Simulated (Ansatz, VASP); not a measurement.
LiCl: VASP beside Ansatz

```
CELL_PARAMETERS angstrom
0.00000 2.44816 2.55603
2.55603 0.00000 2.55603
2.55603 2.44816 0.00000
ATOMIC_POSITIONS crystal
Li 0.00000 0.00000 0.00000
Cl 0.50000 0.50000 0.50000
```

Change from the starting cell: uniaxial_y strain -4.2%.

Alike in both runs: task single point; functional r2SCAN; k mesh 8 × 8 × 8; no spin polarisation.

```csv
,VASP,Ansatz
version,VASP 6.6.1,Ansatz 0.2.0
potentials or method,"VASP PAW PBE potentials, release 64 (Li_sv, Cl)","plane waves, PAW"
plane-wave cutoff (eV),520,500
occupations,"gaussian, width 0.01 eV",fixed
valence electrons in the cell,10,10
```

|  | VASP | Ansatz | Ansatz less VASP |
| --- | --- | --- | --- |
| gap on the k mesh at the Fermi level (eV) | 7.54 | 7.52 | -0.020 |

VASP's potentials were made for PBE, not for r2SCAN.

Noted on VASP's run: the cutoff is short for stress, so the pressure is rough.
